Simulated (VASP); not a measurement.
# BP (F-43m) in VASP: further runs

The runs below take BP through single point, relaxation of cell and atoms, with PBE.

Everything below comes from runs of VASP 6.6.1. Logs are shortened: lines on timing, memory, paths and dates and some standing lists are left out, and cuts for length are marked.

## (1) The cell of the first run

It takes space group F-43m (No. 216, cubic). The conventional cell has a = 4.548 Å, b = 4.548 Å, c = 4.548 Å, α = 90.00°, β = 90.00°, γ = 90.00°. B (site symmetry -43m) has 4 P at 1.97 Å within 2.6 Å. Within 2.6 Å of P (site symmetry -43m) lie 4 B at 1.97 Å.

## (2) Single point, PBE

INCAR reads:

```
PREC     = Accurate       # precision mode
ENCUT    = 520            # plane-wave cutoff, eV
EDIFF    = 1E-6           # SCF threshold, eV
ISMEAR   = 0              # smearing method
SIGMA    = 0.02           # smearing width, eV
LREAL    = F              # projectors in reciprocal space
LASPH    = T              # aspherical terms in the spheres
NELM     = 60             # most SCF steps
ALGO     = Normal         # electronic algorithm
ISIF     = 2              # what is computed and relaxed
LWAVE    = F              # write WAVECAR
LCHARG   = T              # write CHGCAR
GGA      = PE             # functional
LELF     = T              # ELF
LVHAR    = T            
NBANDS   = 11             # bands
```

KPOINTS reads:

```
regular mesh
0
Gamma
  10 10 10
```

POSCAR reads:

```
BP
1.0
    0.0000000000      2.2740963337      2.2740963337
    2.2740963337      0.0000000000      2.2740963337
    2.2740963337      2.2740963337      0.0000000000
B P
1 1
Direct
    0.0000000000      0.0000000000      0.0000000000
    0.2500000000      0.2500000000      0.2500000000
```

Potentials or basis: VASP PAW PBE potentials, release 64 (B, P).

Run with:

```
$ cat potpaw_PBE.64/B/POTCAR potpaw_PBE.64/P/POTCAR > POTCAR
$ mpirun -np 1 vasp_std > vasp.out
```

OUTCAR:

```text
PREC = Accurate
   ENCUT = 520
   EDIFF = 1E-6
   ISMEAR = 0
   LREAL = F
   LASPH = T
   NELM = 60
   ISIF = 2
   GGA = PE

 ion  position               nearest neighbor table
   1  0.000  0.000  0.000-   2 1.97   2 1.97   2 1.97   2 1.97
   2  0.250  0.250  0.250-   1 1.97   1 1.97   1 1.97   1 1.97

  LATTYP: Found a face centered cubic cell.
 ALAT       =     4.5481926674

  Lattice vectors:

 A1 = (   0.0000000000,   2.2740963337,   2.2740963337)
 A2 = (   2.2740963337,   0.0000000000,   2.2740963337)
 A3 = (   2.2740963337,   2.2740963337,   0.0000000000)

Analysis of symmetry for initial positions (statically):
=====================================================================
 Subroutine PRICEL returns:
 Original cell was already a primitive cell.

 Routine SETGRP: Setting up the symmetry group for a
 face centered cubic supercell.

 Subroutine GETGRP returns: Found 24 space group operations
 (whereof 24 operations were pure point group operations)
 out of a pool of 48 trial point group operations.

The static configuration has the point symmetry T_d .

Analysis of symmetry for dynamics (positions and initial velocities):
=====================================================================
 Subroutine PRICEL returns:
 Original cell was already a primitive cell.

 Routine SETGRP: Setting up the symmetry group for a
 face centered cubic supercell.

 Subroutine GETGRP returns: Found 24 space group operations
 (whereof 24 operations were pure point group operations)
 out of a pool of 48 trial point group operations.

The dynamic configuration has the point symmetry T_d .

 Subroutine INISYM returns: Found 24 space group operations
 (whereof 24 operations are pure point group operations),
 and found     1 'primitive' translations

----------------------------------------------------------------------------------------

                                     Primitive cell

  volume of cell :      23.5210

  direct lattice vectors                    reciprocal lattice vectors
     0.000000000  2.274096334  2.274096334    -0.219867555  0.219867555  0.219867555
     2.274096334  0.000000000  2.274096334     0.219867555 -0.219867555  0.219867555
     2.274096334  2.274096334  0.000000000     0.219867555  0.219867555 -0.219867555

  length of vectors
     3.216057877  3.216057877  3.216057877     0.380821776  0.380821776  0.380821776

  position of ions in fractional coordinates (direct lattice)
     0.000000000  0.000000000  0.000000000
     0.250000000  0.250000000  0.250000000

  ion indices of the primitive-cell ions
   primitive index   ion index
                 1           1
                 2           2

----------------------------------------------------------------------------------------

 KPOINTS: regular mesh

Automatic generation of k-mesh.
 Grid dimensions read from file:
 generate k-points for:   10   10   10

 Generating k-lattice:

  Cartesian coordinates                     Fractional coordinates (reciprocal lattice)
    -0.021986755  0.021986755  0.021986755     0.100000000  0.000000000  0.000000000
     0.021986755 -0.021986755  0.021986755     0.000000000  0.100000000  0.000000000
     0.021986755  0.021986755 -0.021986755     0.000000000  0.000000000  0.100000000

  Length of vectors
     0.038082178  0.038082178  0.038082178

  Shift w.r.t. Gamma in fractional coordinates (k-lattice)
     0.000000000  0.000000000  0.000000000

 Subroutine IBZKPT returns following result:
 ===========================================

 Found     47 irreducible k-points:

 Following reciprocal coordinates:
            Coordinates               Weight
  0.000000  0.000000  0.000000      1.000000
  0.100000  0.000000  0.000000      8.000000
  0.200000  0.000000  0.000000      8.000000
  0.300000  0.000000  0.000000      8.000000
  0.400000  0.000000  0.000000      8.000000
  0.500000  0.000000  0.000000      4.000000
[... 16 lines left out ...]
  0.300000  0.300000  0.000000      6.000000
  0.400000  0.300000  0.000000     24.000000
 [... further k-points ...]
   k-points           NKPTS =     47   k-points in BZ     NKDIM =     47   number of bands    NBANDS=     11
   number of dos      NEDOS =    301   number of ions     NIONS =      2
   total plane-waves  NPLWV =  13824
   dimension x,y,z NGX =    24 NGY =   24 NGZ =   24
   dimension x,y,z NGXF=    48 NGYF=   48 NGZF=   48
   ions per type =               1   1
   NGX,Y,Z   is equivalent  to a cutoff of  12.41, 12.41, 12.41 a.u.
   NGXF,Y,Z  is equivalent  to a cutoff of  24.81, 24.81, 24.81 a.u.
 SYSTEM =  unknown system
   PREC   = accura    normal or accurate (medium, high low for compatibility)
   ISTART =      0    job   : 0-new  1-cont  2-samecut
   ICHARG =      2    charge: 1-file 2-atom 10-const
   ISPIN  =      1    spin polarized calculation?
   LNONCOLLINEAR =      F non collinear calculations
   LSORBIT =      F    spin-orbit coupling
   LASPH  =      T    aspherical Exc in radial PAW
   ENCUT  =  520.0 eV  38.22 Ry    6.18 a.u.   5.98  5.98  5.98*2*pi/ulx,y,z
   NELM   =     60;   NELMIN=  2; NELMDL= -5     # of ELM steps
   EDIFF  = 0.1E-05   stopping-criterion for ELM
   LREAL  =      F    real-space projection
[... 7 lines left out ...]
   TEBEG  =    0.0;   TEEND  =   0.0 temperature during run
   PSTRESS=    0.0 pullay stress
   NELECT =       8.0000    total number of electrons
   NUPDOWN=      -1.0000    fix difference up-down
   EMIN   =  10.00;   EMAX   =-10.00  energy-range for DOS
   EFERMI =   0.00;   METHOD = LEGACY
   ISMEAR =     0;   SIGMA  =   0.02  broadening in eV -4-tet -1-fermi 0-gaus
   EFERMI_NEDOS =   21; number of points for ismear=-14 and -15
   IALGO  =     38    algorithm
   IMIX   =      4    mixing-type and parameters
     AMIX     =   0.40;   BMIX     =  1.00
     AMIX_MAG =   1.60;   BMIX_MAG =  1.00
  volume/ion in A,a.u.               =      11.76        79.36
  Fermi-wavevector in a.u.,A,eV,Ry     =   1.142754  2.159491 17.767658  1.305886
  Thomas-Fermi vector in A             =   2.279451
   LORBIT       =      0    0 simple, 1 ext, 2 COOP (PROOUT), +10 PAW based schemes
   GGA     = PE    functional components
   LHFCALC =     F    Hartree Fock is set to
   AEXX    =    0.0000 exact exchange contribution
   IVDW    =     0    specifies the selected vdW correction
   LEPSILON=     F    determine dielectric tensor
   LRPA    =     F    only Hartree local field effects (RPA)
 non-spin polarized calculation
 Gauss-broadening in eV      SIGMA  =   0.02
  energy-cutoff  :      520.00
  volume of cell :       23.52
 maximum number of plane-waves:       644
   NGX = 11   NGY = 11   NGZ = 11

 number of electron       8.0000000 magnetization

 Free energy of the ion-electron system (eV)
  ---------------------------------------------------
  ext. energy  EPLUGINS =         0.00000000
  ---------------------------------------------------
  free energy    TOTEN  =       -12.93090004 eV

  energy without entropy =      -12.93090004  energy(sigma->0) =      -12.93090004

 E-fermi :   7.4769     XC(G=0): -10.8783

 val. band max:        7.3533455870   @ k =   0.0000   0.0000   0.0000
 cond. band min:       8.6017925769   @ k =   0.4000   0.4000   0.0000
 fundamental gap:      1.2484469899
 Fermi energy:         7.4768902457

 k-point     1 :       0.0000    0.0000    0.0000
  band No.  band energies     occupation
      1      -8.0471      2.00000
      2       7.3533      2.00000
      3       7.3533      2.00000
      4       7.3533      2.00000
      5      10.7443      0.00000
      6      10.7443      0.00000
      7      10.7443      0.00000
      8      14.6253      0.00000
      9      18.8210      0.00000
     10      19.4630      0.00000
     11      19.4630      0.00000

 k-point     2 :       0.1000    0.0000    0.0000
  band No.  band energies     occupation
      1      -7.8679      2.00000
      2       6.0561      2.00000
      3       7.0603      2.00000
      4       7.0603      2.00000
      5      11.1500      0.00000
      6      11.1500      0.00000
      7      11.1741      0.00000
      8      15.1534      0.00000
      9      18.7833      0.00000
     10      18.7833      0.00000
     11      19.3862      0.00000

 k-point     3 :       0.2000    0.0000    0.0000
  band No.  band energies     occupation
      1      -7.3374      2.00000
      2       3.7245      2.00000
      3       6.5040      2.00000
      4       6.5040      2.00000
      5      11.3598      0.00000
      6      11.8671      0.00000
      7      11.8671      0.00000
      8      16.3459      0.00000
      9      18.1850      0.00000
     10      18.1850      0.00000
     11      20.2438      0.00000

 k-point     4 :       0.3000    0.0000    0.0000
  band No.  band energies     occupation
      1      -6.4856      2.00000
      2       1.3768      2.00000
      3       6.0171      2.00000
      4       6.0171      2.00000
      5      11.2590      0.00000
      6      12.1997      0.00000
      7      12.1997      0.00000
      8      17.2845      0.00000
      9      18.7545      0.00000
     10      18.7545      0.00000
     11      20.4964      0.00000
[... 239 lines left out ...]
 k-point    22 :      -0.2000    0.2000    0.0000
  band No.  band energies     occupation
      1      -6.1959      2.00000
      2       2.1204      2.00000
      3       3.2077      2.00000
      4       6.1154      2.00000
      5      11.8113      0.00000
      6      12.6522      0.00000
      7      13.7113      0.00000
      8      15.6456      0.00000
      9      16.8506      0.00000
     10      20.9207      0.00000
     11      23.0699      0.00000

 k-point    23 :       0.3000    0.3000    0.0000
  band No.  band energies     occupation
      1      -5.9447      2.00000
      2       2.5276      2.00000
      3       4.1523      2.00000
      4       4.1523      2.00000
      5       8.8829      0.00000
      6      11.2665      0.00000
      7      16.1764      0.00000
      8      16.1764      0.00000
      9      20.3251      0.00000
     10      21.7079      0.00000
     11      23.8084      0.00000

 k-point    24 :       0.4000    0.3000    0.0000
  band No.  band energies     occupation
      1      -5.1253      2.00000
      2       1.2078      2.00000
      3       3.3300      2.00000
      4       3.8592      2.00000
      5       9.1702      0.00000
      6      10.9784      0.00000
      7      16.7833      0.00000
      8      16.7985      0.00000
      9      21.2755      0.00000
     10      22.5771      0.00000
     11      24.3159      0.00000

 [... further k-points ...]

------------------------ aborting loop because EDIFF is reached ----------------------------------------

  FORCE on cell =-STRESS in cart. coord.  units (eV):
  Direction    XX          YY          ZZ          XY          YZ          ZX
  --------------------------------------------------------------------------------------
  -------------------------------------------------------------------------------------
  Total       -0.0297014     -0.0297014     -0.0297014      0.0000000      0.0000000      0.0000000
  in kB       -2.0231666     -2.0231666     -2.0231666      0.0000000      0.0000000      0.0000000
  external PRESSURE =      -2.0231666 kB  Pullay stress =       0.0000000 kB

 VOLUME and BASIS-vectors are now :
 -----------------------------------------------------------------------------
  energy-cutoff  :      520.00
  volume of cell :       23.52
      direct lattice vectors                 reciprocal lattice vectors
     0.000000000  2.274096334  2.274096334    -0.219867555  0.219867555  0.219867555
     2.274096334  0.000000000  2.274096334     0.219867555 -0.219867555  0.219867555
     2.274096334  2.274096334  0.000000000     0.219867555  0.219867555 -0.219867555

 POSITION                                       TOTAL-FORCE (eV/Angst)
 -----------------------------------------------------------------------------------
      0.00000      0.00000      0.00000         0.000000     -0.000000     -0.000000
      1.13705      1.13705      1.13705        -0.000000      0.000000      0.000000
 -----------------------------------------------------------------------------------
    total drift:                                0.000000      0.000000      0.000000

  FREE ENERGIE OF THE ION-ELECTRON SYSTEM (eV)
  ---------------------------------------------------
  free  energy   TOTEN  =       -12.9309000411 eV

  energy  without entropy=      -12.9309000411  energy(sigma->0) =      -12.93090004
```

It took 13 s on 1 thread of AMD EPYC 7R43 (Zen 3), shared host; peak memory 0.1 GiB.

Results:

| Property | Result |
| --- | --- |
| Free energy | -12.9309 eV |
| Pressure | -0.2 GPa |
| Band gap on the k mesh | 1.25 eV, indirect (least direct gap 3.39 eV) |

A k mesh can miss the band edges. As with any semilocal functional, this PBE gap is likely too small.

## (3) Relaxation of cell and atoms, PBE

This run uses another cell than the first one, of 11.64 Å³/atom, 0.989 times its volume.

INCAR reads:

```
PREC = Accurate ; ENCUT = 600
EDIFF = 1E-6 ; ISMEAR = 0
SIGMA = 0.02 ; LREAL = F
LASPH = T ; NELM = 60
ALGO = Normal ; ISIF = 3
LWAVE = F ; LCHARG = F
GGA = PE ; IBRION = 2
NSW = 100 ; EDIFFG = -0.005
```

KPOINTS reads:

```
Automatic mesh
0
Gamma
  10 10 10
```

POSCAR reads:

```
BP
1.0
    0.0000000000      2.2660723845      2.2660723845
    2.2660723845      0.0000000000      2.2660723845
    2.2660723845      2.2660723845      0.0000000000
B P
1 1
Direct
    0.0000000000      0.0000000000      0.0000000000
    0.2500000000      0.2500000000      0.2500000000
```

Potentials or basis: VASP PAW PBE potentials, release 64 (B, P).

Run with:

```
$ cat potpaw_PBE.64/B/POTCAR potpaw_PBE.64/P/POTCAR > POTCAR
$ mpirun -np 1 vasp_std > vasp.out
```

Wall time 36 s (1 thread of AMD EPYC 7R43 (Zen 3), shared host); peak memory 0.12 GiB.

It converged, with:

* Free energy: -12.9324 eV
* Relaxed volume: 11.75 Å³/atom
* Relaxed cell: a = 3.215 Å, b = 3.215 Å, c = 3.215 Å, α = 60.00°, β = 60.00°, γ = 60.00°
* Space group after relaxing (to 0.05 Å): F-43m (No. 216)
* Energy gained by relaxing: 0.5 meV/atom
* Ionic steps: 3
* Pressure after relaxing: 0.0 GPa
* Band gap on the k mesh: 1.25 eV, indirect (least direct gap 3.39 eV)

The path:
```
step  energy change (eV)  largest force (eV/Å)  pressure (GPa)  volume (Å³)
   1              0.0000                0.0000            1.54        23.27
   2             -0.0005                0.0000           -1.09        23.65
   3             -0.0010                0.0000            0.01        23.49
```

Final structure:
```
B P
1.0
     0.00000    2.27313    2.27313
     2.27313    0.00000    2.27313
     2.27313    2.27313    0.00000
B P
1 1
Direct
  0.00000 0.00000 0.00000
  0.25000 0.25000 0.25000
```

Levels at points of the mesh, in eV from the valence-band top:
```tsv
k point	band 1	band 2	band 3	band 4	band 5	band 6	band 7	band 8
(0.00, 0.00, 0.00)	-15.41	0.00	0.00	0.00	3.39	3.39	3.39	7.29
(0.50, 0.00, 0.00)	-12.11	-8.99	-1.75	-1.75	3.75	4.71	4.71	10.11
(0.50, 0.50, 0.00)	-10.59	-8.55	-4.09	-4.09	1.34	1.66	12.07	12.07
```

[end of part 1 of 2]
